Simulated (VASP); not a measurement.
LiSc3: relaxation of cell and atoms with PBE

Crystal: LiSc3.

```
Li Sc
1.0
     4.09073    0.00000    0.00000
     0.00000    4.09073    0.00000
     0.00000    0.00000    4.09073
Li Sc
1 3
Cartesian
  0.0000 0.0000 0.0000
  0.0000 2.0454 2.0454
  2.0454 0.0000 2.0454
  2.0454 2.0454 0.0000
```

- Program: VASP 6.6.1
- Task: relaxation of cell and atoms
- Functional: PBE
- Potentials or basis: VASP PAW PBE potentials, release 64 (Li_sv, Sc_sv)
- Cutoff: 600 eV
- k mesh: 4 × 4 × 4
- Occupations: gaussian, width 0.1 eV
- Spin: no spin polarisation
- Dipole correction: no
- Further INCAR settings: ALGO = Normal; EDIFF = 1e-06; IBRION = 2; EDIFFG = -0.04; NSW = 90; ISIF = 3

```
Relaxed volume                        : 23.37 Å³/atom
Relaxed cell                          : a = 4.538 Å, b = 4.538 Å, c = 4.538 Å, α = 90.00°, β = 90.00°, γ = 90.00°
Space group after relaxing (to 0.1 Å) : Pm-3m (No. 221)
Energy gained by relaxing             : 322.4 meV/atom
Ionic steps                           : 3
Pressure after relaxing               : -0.1 GPa
Band gap on the k mesh                : zero (bands 18 and 19 overlap by 0.34 eV)
```

The path:
| step | energy change (eV) | largest force (eV/Å) | pressure (GPa) | volume (Å³) |
| --- | --- | --- | --- | --- |
| 1 | 0.0000 | 0.0000 | 20.25 | 68.45 |
| 2 | -1.2879 | 0.0000 | 0.51 | 92.20 |
| 3 | -1.2895 | 0.0000 | -0.09 | 93.48 |

Final structure:
```
Li Sc
1.0
     4.53838    0.00000    0.00000
     0.00000    4.53838    0.00000
     0.00000    0.00000    4.53838
Li Sc
1 3
Direct
  0.00000 0.00000 0.00000
  0.00000 0.50000 0.50000
  0.50000 0.00000 0.50000
  0.50000 0.50000 0.00000
```

Levels at points of the mesh, in eV from the Fermi level:
```
           k point  band 15  band 16  band 17  band 18  band 19  band 20
(0.00, 0.00, 0.00)    -1.65    -0.56    -0.56    -0.18    -0.18    -0.18
(0.50, 0.00, 0.00)    -2.67    -0.87     0.03     0.03     0.17     0.54
(0.50, 0.50, 0.00)    -1.87    -1.48    -1.19     0.10     0.24     0.60
(0.50, 0.50, 0.50)    -1.23    -1.23    -1.23     0.16     0.16     0.16
```

Wall time 100 s on 1 thread of Intel Xeon 8259CL, with other jobs on the host, peak memory 0.18 GiB.

Caveat: the k points lie up to 0.35 Å⁻¹ apart in the final cell; the cutoff is under 1.25 times the usual one of these potentials, so pressure, stress and relaxed cells hold a basis-set (Pulay) error; the volume moved by over 15 % at a fixed basis, so the end points are rough.
